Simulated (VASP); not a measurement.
# WS (I4/mmm) in VASP: a series of runs

The runs below take WS through single point, with PBEsol-based global hybrid with 25 % exact exchange, PBEsol-based screened hybrid with 25 % exact exchange.

All numbers are computed with VASP 6.6.1; they aren't measurements. Logs are shortened: lines on timing, memory, paths and dates and some standing lists are left out, and cuts for length are marked.

## Step 1: The cell of the first run

The structure is tetragonal, space group I4/mmm (No. 139). The conventional cell has a = 3.484 Å, b = 3.484 Å, c = 4.789 Å, α = 90.00°, β = 90.00°, γ = 90.00°. W (site symmetry 4/mmm) has 6 S at 2.39 to 2.46 Å within 3.2 Å. S (site symmetry 4/mmm) has 6 W at 2.39 to 2.46 Å within 3.2 Å.

## Step 2: Single point, PBEsol-based global hybrid with 25 % exact exchange

POSCAR reads:

```
WS
1.0
   -1.7420627272      1.7420627272      2.3945779342
    1.7420627272     -1.7420627272      2.3945779342
    1.7420627272      1.7420627272     -2.3945779342
W S
1 1
Direct
    0.5000000000      0.5000000000      0.0000000000
    0.0000000000      0.0000000000      0.0000000000
```

INCAR.step1 reads:

```
SYSTEM = WS
PREC     = Accurate       ! precision mode
ENCUT    = 520            ! plane-wave cutoff, eV
EDIFF    = 1E-5           ! SCF threshold, eV
ISMEAR   = -1             ! smearing method
SIGMA    = 0.05           ! smearing width, eV
LREAL    = .FALSE.        ! projectors in reciprocal space
LASPH    = .TRUE.         ! aspherical terms in the spheres
NELM     = 100            ! most SCF steps
ALGO     = Normal         ! electronic algorithm
ISIF     = 2              ! what is computed and relaxed
LWAVE    = .TRUE.         ! write WAVECAR
LCHARG   = .FALSE.        ! write CHGCAR
GGA      = PE             ! functional
NBANDS   = 17             ! bands
```

INCAR.step2 reads:

```
SYSTEM = WS
PREC     = Accurate       ! precision mode
ENCUT    = 520            ! plane-wave cutoff, eV
EDIFF    = 1E-6           ! SCF threshold, eV
ISMEAR   = -1             ! smearing method
SIGMA    = 0.05           ! smearing width, eV
LREAL    = .FALSE.        ! projectors in reciprocal space
LASPH    = .TRUE.         ! aspherical terms in the spheres
NELM     = 100            ! most SCF steps
ALGO     = Normal         ! electronic algorithm
ISIF     = 2              ! what is computed and relaxed
LWAVE    = .FALSE.        ! write WAVECAR
LCHARG   = .FALSE.        ! write CHGCAR
GGA      = PS             ! functional
LHFCALC  = .TRUE.         ! exact exchange
AEXX     = 0.25           ! exact-exchange fraction
PRECFOCK = Normal       
ISTART   = 1            
NBANDS   = 17             ! bands
```

KPOINTS reads:

```
Automatic mesh
0
G
  5 5 5
  0 0 0
```

Potentials or basis: VASP PAW PBE potentials, release 64 (W_sv, S).

Command:

```bash
> cat potpaw_PBE.64/W_sv/POTCAR potpaw_PBE.64/S/POTCAR > POTCAR
> cp INCAR.step1 INCAR
> mpirun -np 1 vasp_std > vasp.out
> cp INCAR.step2 INCAR
> mpirun -np 1 vasp_std > vasp.out
```

OUTCAR:

```text
SYSTEM = WS
   PREC = Accurate
   ENCUT = 520
   EDIFF = 1E-6
   ISMEAR = -1
   LREAL = .FALSE.
   LASPH = .TRUE.
   NELM = 100
   ISIF = 2
   GGA = PS
   LHFCALC = .TRUE.
   AEXX = 0.25
   PRECFOCK = Normal
   ISTART = 1

 ion  position               nearest neighbor table
   1  0.500  0.500  0.000-   2 2.39   2 2.39   2 2.46   2 2.46   2 2.46   2 2.46
   2  0.000  0.000  0.000-   1 2.39   1 2.39   1 2.46   1 2.46   1 2.46   1 2.46

  LATTYP: Found a body centered tetragonal cell.
 ALAT       =     3.4841254544
 C/A-ratio  =     1.3745647024

  Lattice vectors:

 A1 = (  -1.7420627272,   1.7420627272,   2.3945779342)
 A2 = (   1.7420627272,  -1.7420627272,   2.3945779342)
 A3 = (   1.7420627272,   1.7420627272,  -2.3945779342)

Analysis of symmetry for initial positions (statically):
=====================================================================
 Subroutine PRICEL returns:
 Original cell was already a primitive cell.

 Routine SETGRP: Setting up the symmetry group for a
 body centered tetragonal supercell.

 Subroutine GETGRP returns: Found 16 space group operations
 (whereof 16 operations were pure point group operations)
 out of a pool of 16 trial point group operations.

The static configuration has the point symmetry D_4h.

Analysis of symmetry for dynamics (positions and initial velocities):
=====================================================================
 Subroutine PRICEL returns:
 Original cell was already a primitive cell.

 Routine SETGRP: Setting up the symmetry group for a
 body centered tetragonal supercell.

 Subroutine GETGRP returns: Found 16 space group operations
 (whereof 16 operations were pure point group operations)
 out of a pool of 16 trial point group operations.

The dynamic configuration has the point symmetry D_4h.

 Subroutine INISYM returns: Found 16 space group operations
 (whereof 16 operations are pure point group operations),
 and found     1 'primitive' translations

----------------------------------------------------------------------------------------

                                     Primitive cell

  volume of cell :      29.0681

  direct lattice vectors                    reciprocal lattice vectors
    -1.742062727  1.742062727  2.394577934     0.000000000  0.287016071  0.208805064
     1.742062727 -1.742062727  2.394577934     0.287016071  0.000000000  0.208805064
     1.742062727  1.742062727 -2.394577934     0.287016071  0.287016071  0.000000000

  length of vectors
     3.435632194  3.435632194  3.435632194     0.354933487  0.354933487  0.405902021

  position of ions in fractional coordinates (direct lattice)
     0.500000000  0.500000000  0.000000000
     0.000000000  0.000000000  0.000000000

  ion indices of the primitive-cell ions
   primitive index   ion index
                 1           1
                 2           2

----------------------------------------------------------------------------------------

 KPOINTS: Automatic mesh

Automatic generation of k-mesh.
 Grid dimensions read from file:
 generate k-points for:    5    5    5

 Generating k-lattice:

  Cartesian coordinates                     Fractional coordinates (reciprocal lattice)
     0.000000000  0.057403214  0.041761013     0.200000000 -0.000000000  0.000000000
     0.057403214  0.000000000  0.041761013    -0.000000000  0.200000000  0.000000000
     0.057403214  0.057403214  0.000000000     0.000000000  0.000000000  0.200000000

  Length of vectors
     0.070986697  0.070986697  0.081180404

  Shift w.r.t. Gamma in fractional coordinates (k-lattice)
     0.000000000  0.000000000  0.000000000

 Subroutine IBZKPT returns following result:
 ===========================================

 Found     18 irreducible k-points:

 Following reciprocal coordinates:
            Coordinates               Weight
  0.000000  0.000000  0.000000      1.000000
  0.200000  0.000000 -0.000000      8.000000
  0.400000 -0.000000  0.000000      8.000000
  0.200000  0.200000 -0.000000      8.000000
  0.400000  0.200000  0.000000     16.000000
 -0.400000  0.200000 -0.000000     16.000000
[... 10 lines left out ...]
 -0.400000  0.400000  0.400000      4.000000
 -0.400000 -0.400000  0.400000      2.000000
   k-points           NKPTS =     18   k-points in BZ     NKDIM =    125   number of bands    NBANDS=     17
   number of dos      NEDOS =    301   number of ions     NIONS =      2
   total plane-waves  NPLWV =  21952
   dimension x,y,z NGX =    28 NGY =   28 NGZ =   28
   dimension x,y,z NGXF=    56 NGYF=   56 NGZF=   56
   ions per type =               1   1
   NGX,Y,Z   is equivalent  to a cutoff of  13.55, 13.55, 13.55 a.u.
   NGXF,Y,Z  is equivalent  to a cutoff of  27.10, 27.10, 27.10 a.u.
 SYSTEM =  WS
   PREC   = accura    normal or accurate (medium, high low for compatibility)
   ISTART =      1    job   : 0-new  1-cont  2-samecut
   ICHARG =      0    charge: 1-file 2-atom 10-const
   ISPIN  =      1    spin polarized calculation?
   LNONCOLLINEAR =      F non collinear calculations
   LSORBIT =      F    spin-orbit coupling
   LASPH  =      T    aspherical Exc in radial PAW
   ENCUT  =  520.0 eV  38.22 Ry    6.18 a.u.   6.39  6.39  6.39*2*pi/ulx,y,z
   NELM   =    100;   NELMIN=  2; NELMDL=  0     # of ELM steps
   EDIFF  = 0.1E-05   stopping-criterion for ELM
   LREAL  =      F    real-space projection
   EDIFFG = 0.1E-04   stopping-criterion for IOM
   NSW    =      0    number of steps for IOM
   IBRION =     -1    ionic relax: 0-MD 1-quasi-New 2-CG
   NFREE  =      0    steps in history (QN), initial steepest desc. (CG)
   ISIF   =      2    stress and relaxation
   ISYM   =      3    0-nonsym 1-usesym 2-fastsym
   POTIM  = 0.5000    time-step for ionic-motion
   TEBEG  =    0.0;   TEEND  =   0.0 temperature during run
   PSTRESS=    0.0 pullay stress
   NELECT =      20.0000    total number of electrons
   NUPDOWN=      -1.0000    fix difference up-down
   EMIN   =  10.00;   EMAX   =-10.00  energy-range for DOS
   EFERMI =   0.00;   METHOD = LEGACY
   ISMEAR =    -1;   SIGMA  =   0.05  broadening in eV -4-tet -1-fermi 0-gaus
   EFERMI_NEDOS =   21; number of points for ismear=-14 and -15
   IALGO  =     38    algorithm
   IMIX   =      1    mixing-type and parameters
     AMIX     =   0.40;   BMIX     =  1.00
     AMIX_MAG =   1.60;   BMIX_MAG =  1.00
  volume/ion in A,a.u.               =      14.53        98.08
  Fermi-wavevector in a.u.,A,eV,Ry     =   1.445260  2.731145 28.419529  2.088776
  Thomas-Fermi vector in A             =   2.563462
   LORBIT       =      0    0 simple, 1 ext, 2 COOP (PROOUT), +10 PAW based schemes
   GGA     = PS    functional components
   LHFCALC =     T    Hartree Fock is set to
   PRECFOCK=normal    Normal, Fast or Accurate (Low or Medium for compatibility)
   ENCUT4O =  -1.0   cutoff for four orbital integrals eV
   NKREDX  =     1    reduce k-point grid by
   NKREDY  =     1    reduce k-point grid by
   NKREDZ  =     1    reduce k-point grid by
   AEXX    =    0.2500 exact exchange contribution
   HFSCREEN=    0.0000 screening length (either q_TF or 0.3 A-1)
   HFSCREENC=   0.0000 screening length for correlation (either q_TF or 0.3 A-1)
   ENCUTFOCK=  -1.0 apply spherical cutoff to Coloumb kernel
   IVDW    =     0    specifies the selected vdW correction
   LEPSILON=     F    determine dielectric tensor
   LRPA    =     F    only Hartree local field effects (RPA)
 non-spin polarized calculation
  energy-cutoff  :      520.00
  volume of cell :       29.07
 maximum number of plane-waves:       793
 NGX is ok and might be reduce to    28
  NGX = 20; NGY = 20; NGZ = 20

 number of electron      19.9999999 magnetization

 Free energy of the ion-electron system (eV)
  ---------------------------------------------------
  ext. energy  EPLUGINS =         0.00000000
  ---------------------------------------------------
  free energy    TOTEN  =       -20.72469565 eV

  energy without entropy =      -20.72161503  energy(sigma->0) =      -20.72315534

 E-fermi :  11.8670     XC(G=0): -10.1042

 val. band max:       11.4372028378   @ k =  -0.2000  -0.4000   0.2000
 cond. band min:      11.9804992856   @ k =  -0.2000   0.4000   0.2000
 fundamental gap:      0.5432964477
 Fermi energy:        11.8670444546

 k-point     1 :       0.0000    0.0000    0.0000
  band No.  band energies     occupation
      1     -67.4631      2.00000
      2     -30.3001      2.00000
      3     -30.2137      2.00000
      4     -30.2137      2.00000
      5      -8.1332      2.00000
      6       7.4457      2.00000
[... 9 lines left out ...]
     16      26.6439      0.00000
     17      27.1378      0.00000

 k-point     2 :       0.2000    0.0000   -0.0000
  band No.  band energies     occupation
      1     -67.4595      2.00000
      2     -30.3610      2.00000
      3     -30.2551      2.00000
      4     -30.2255      2.00000
      5      -7.3886      2.00000
      6       4.0206      2.00000
[... 9 lines left out ...]
     16      24.2937      0.00000
     17      24.3693      0.00000

 k-point     3 :       0.4000   -0.0000    0.0000
  band No.  band energies     occupation
      1     -67.4533      2.00000
      2     -30.5010      2.00000
      3     -30.2783      2.00000
      4     -30.2447      2.00000
      5      -5.7577      2.00000
      6       0.6904      2.00000
[... 9 lines left out ...]
     16      20.3234      0.00000
     17      23.6902      0.00000

 k-point     4 :       0.2000    0.2000   -0.0000
  band No.  band energies     occupation
      1     -67.4549      2.00000
      2     -30.4394      2.00000
      3     -30.2825      2.00000
      4     -30.2565      2.00000
      5      -6.4185      2.00000
      6       1.9869      2.00000
[... 9 lines left out ...]
     16      22.3802      0.00000
     17      22.9422      0.00000

 k-point     5 :       0.4000    0.2000    0.0000
  band No.  band energies     occupation
      1     -67.4510      2.00000
      2     -30.4913      2.00000
      3     -30.3249      2.00000
      4     -30.2786      2.00000
      5      -5.5734      2.00000
      6       0.9059      2.00000
[... 9 lines left out ...]
     16      21.7138      0.00000
     17      22.4606      0.00000

 k-point     6 :      -0.4000    0.2000   -0.0000
  band No.  band energies     occupation
      1     -67.4532      2.00000
      2     -30.4374      2.00000
      3     -30.3245      2.00000
      4     -30.2680      2.00000
      5      -6.2815      2.00000
      6       1.7975      2.00000
[... 9 lines left out ...]
     16      21.8754      0.00000
     17      23.5428      0.00000
[... 161 lines left out ...]
 k-point    15 :      -0.2000   -0.4000    0.2000
  band No.  band energies     occupation
      1     -67.4525      2.00000
      2     -30.4803      2.00000
      3     -30.2932      2.00000
      4     -30.2741      2.00000
      5      -6.1531      2.00000
      6       1.6135      2.00000
[... 9 lines left out ...]
     16      21.5455      0.00000
     17      23.5687      0.00000

 k-point    16 :      -0.2000   -0.2000    0.2000
  band No.  band energies     occupation
      1     -67.4579      2.00000
      2     -30.3868      2.00000
      3     -30.2501      2.00000
      4     -30.2501      2.00000
      5      -7.1765      2.00000
      6       2.9653      2.00000
[... 9 lines left out ...]
     16      23.3023      0.00000
     17      23.3410      0.00000

 k-point    17 :      -0.4000    0.4000    0.4000
  band No.  band energies     occupation
      1     -67.4482      2.00000
      2     -30.5118      2.00000
      3     -30.3539      2.00000
      4     -30.3046      2.00000
      5      -6.0550      2.00000
      6       3.0715      2.00000
[... 9 lines left out ...]
     16      23.0195      0.00000
     17      25.2371      0.00000

 k-point    18 :      -0.4000   -0.4000    0.4000
  band No.  band energies     occupation
      1     -67.4493      2.00000
      2     -30.5173      2.00000
      3     -30.3099      2.00000
      4     -30.3099      2.00000
      5      -6.3142      2.00000
      6       2.4298      2.00000
[... 9 lines left out ...]
     16      24.0306      0.00000
     17      24.0306      0.00000

------------------------ aborting loop because EDIFF is reached ----------------------------------------

  FORCE on cell =-STRESS in cart. coord.  units (eV):
  Direction    XX          YY          ZZ          XY          YZ          ZX
  --------------------------------------------------------------------------------------
  -------------------------------------------------------------------------------------
  Total       -0.6172841     -0.6172841      0.8914999      0.0000000     -0.0000000     -0.0000000
  in kB      -34.0235125    -34.0235125     49.1377602      0.0000000     -0.0000000     -0.0000000
  external PRESSURE =      -6.3030883 kB  Pullay stress =       0.0000000 kB

 VOLUME and BASIS-vectors are now :
 -----------------------------------------------------------------------------
  energy-cutoff  :      520.00
  volume of cell :       29.07
      direct lattice vectors                 reciprocal lattice vectors
    -1.742062727  1.742062727  2.394577934     0.000000000  0.287016071  0.208805064
     1.742062727 -1.742062727  2.394577934     0.287016071  0.000000000  0.208805064
     1.742062727  1.742062727 -2.394577934     0.287016071  0.287016071  0.000000000

 POSITION                                       TOTAL-FORCE (eV/Angst)
 -----------------------------------------------------------------------------------
      0.00000      0.00000      2.39458        -0.000000     -0.000000     -0.000000
      0.00000      0.00000      0.00000         0.000000      0.000000      0.000000
 -----------------------------------------------------------------------------------
    total drift:                                0.000000     -0.000000      0.000000

  FREE ENERGIE OF THE ION-ELECTRON SYSTEM (eV)
  ---------------------------------------------------
  free  energy   TOTEN  =       -20.7246956487 eV

  energy  without entropy=      -20.7216150271  energy(sigma->0) =      -20.72315534
```

It took 15 min on 1 thread of Intel Xeon Platinum 8488C (Sapphire Rapids), shared host; peak memory 0.16 GiB.

What came out:

| Property | Result |
| --- | --- |
| Free energy | -20.7247 eV |
| Pressure | -0.6 GPa |
| Band gap on the k mesh | zero (bands 10 and 11 overlap by 4.91 eV) |

Stress tensor (GPa, compression positive):
```
-3.40  0.00  0.00
 0.00 -3.40  0.00
 0.00  0.00  4.91
```

Levels at points of the mesh, in eV from the Fermi level:
```
           k point  band 7  band 8  band 9  band 10  band 11  band 12  band 13  band 14
(0.00, 0.00, 0.00)   -4.42   -4.42   -4.01    -4.01    -3.63    -2.81    -2.73     3.53
```

Caveat: the k points lie up to 0.45 Å⁻¹ apart, too coarse for converged energies and pressures of a metal; the PAW data sets were made with another functional, which shifts forces and pressure a little; spin-orbit coupling is left out, which moves the levels of the heavy elements.

(Continued in part 2 of 2.)

The gap in the log of VASP goes by the Fermi energy; the results here count the filled bands.